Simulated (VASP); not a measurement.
## BiAs (CsCl type): electric field gradients with PBE

Crystal: BiAs (CsCl type).

```
As Bi
1.0
     3.76650    0.00000    0.00000
     0.00000    3.76650    0.00000
     0.00000    0.00000    3.76650
As Bi
1 1
Direct
  0.00000 0.00000 0.00000
  0.50000 0.50000 0.50000
```

This cell differs from its parent crystal: volume scaled by 1.06.

- Program: VASP 6.6.1
- Task: electric field gradients
- Functional: PBE
- Potentials or basis: VASP PAW PBE potentials, release 64 (As, Bi_d)
- Cutoff: 520 eV
- k mesh: 13 × 13 × 13
- Occupations: fermi-dirac, width 0.05 eV
- Spin: no spin polarisation
- Dipole correction: no
- Further INCAR settings: ALGO = Normal; EDIFF = 1e-08; NBANDS = 17

```yaml
Pressure: -3.4 GPa
Band_gap_on_the_k_mesh: zero (band 10 reaches 7.29 eV, above the bottom of band 11 at 4.65 eV)
```

Levels at points of the mesh, in eV from the Fermi level:
| k point | band 8 | band 9 | band 10 | band 11 | band 12 | band 13 |
| --- | --- | --- | --- | --- | --- | --- |
| (0.00, 0.00, 0.00) | -1.75 | -1.75 | -1.75 | 3.97 | 3.97 | 5.09 |

Wall time 51 s on 1 thread of Intel Xeon 6975P-C, with other jobs on the host, peak memory 0.21 GiB.

Caveat: without QUAD_EFG the Cq values of the log hold for a quadrupole moment of 1 mb, not for the nuclei; spin-orbit coupling is left out, which moves the levels of the heavy elements.
